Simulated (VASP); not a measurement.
Here is a VASP 6.6.1 calculation.

INCAR

```
PREC = Accurate
ENCUT = 520
EDIFF = 1E-7
ISMEAR = 0
SIGMA = 0.05
LREAL = F
LASPH = T
NELM = 60
ALGO = Normal
ISIF = 2
LWAVE = F
LCHARG = T
GGA = CA
LELF = T
LVHAR = T
NBANDS = 35
```

KPOINTS

```
regular mesh
0
Gamma
  9 9 2
```

Contents of POSCAR:

```
WSe2
1.0
    3.2486079436      0.0000000000      0.0000000000
   -1.6243039718      2.8133770061      0.0000000000
    0.0000000000      0.0000000000     23.6283233151
W Se
2 4
Direct
    0.6215687564      0.3333333333      0.1354666708
    0.3940935555      0.6666666667      0.8645333292
    0.2532990526      0.6666666667      0.2058884835
    0.7263794664      0.3333333333      0.9351101390
    0.2556472449      0.6666666667      0.0648898610
    0.7282132640      0.3333333333      0.7941115165
```

Potentials or basis: VASP PAW LDA potentials, release 64 (W_sv, Se).

The run is started by

```sh
$ cat potpaw_LDA.64/W_sv/POTCAR potpaw_LDA.64/Se/POTCAR > POTCAR
$ mpirun -np 1 vasp_std > vasp.out
```

Problem. Estimate the band gap on the k mesh.

Solution. 1.30 eV (least direct gap 1.67 eV).

Problem. Predict the largest force.

Solution. 2.103 eV/Å.

Forces on the atoms (eV/Å):
```
W   -2.102 -0.064 -0.017
W   -0.042 -0.006 -0.001
Se   1.105  0.043  0.262
Se  -0.015 -0.016  0.066
Se   1.072  0.044 -0.204
Se  -0.018  0.000 -0.106
```

Caveat: the cell differs from its parent crystal (atoms displaced along several vibrational modes); there is no dipole correction, which matters where the two faces differ; spin-orbit coupling is left out, which moves the levels of the heavy elements.
